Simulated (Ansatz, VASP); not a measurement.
**PbS: VASP beside Ansatz**

```
Pb S
1.0
     0.00000    2.92703    2.92703
     2.92703    0.00000    2.92703
     2.92703    2.92703    0.00000
Pb S
1 1
Direct
  0.00000 0.00000 0.00000
  0.50000 0.50000 0.50000
```

Alike in both runs: task single point; functional PBE; dispersion D3(BJ); k mesh 10 × 10 × 10; occupations gaussian, width 0.05 eV; no spin polarisation.

|  | VASP | Ansatz |
| --- | --- | --- |
| version | VASP 6.6.1 | Ansatz 0.2.0 |
| potentials or method | VASP PAW PBE potentials, release 64 (Pb_d, S), cutoff 520 eV | scalar-relativistic, plane waves, PAW |
| valence electrons in the cell | 20 | 20 |

|  | VASP | Ansatz | Ansatz less VASP |
| --- | --- | --- | --- |
| gap on the k mesh at the Fermi level (eV) | 0.21 | 0.20 | -0.008 |
| least direct gap on the mesh (eV) | 0.21 | 0.20 | -0.008 |
| pressure (GPa) | 2.5 | 2.6 | +0.09 |

Neither program's run includes spin-orbit coupling.
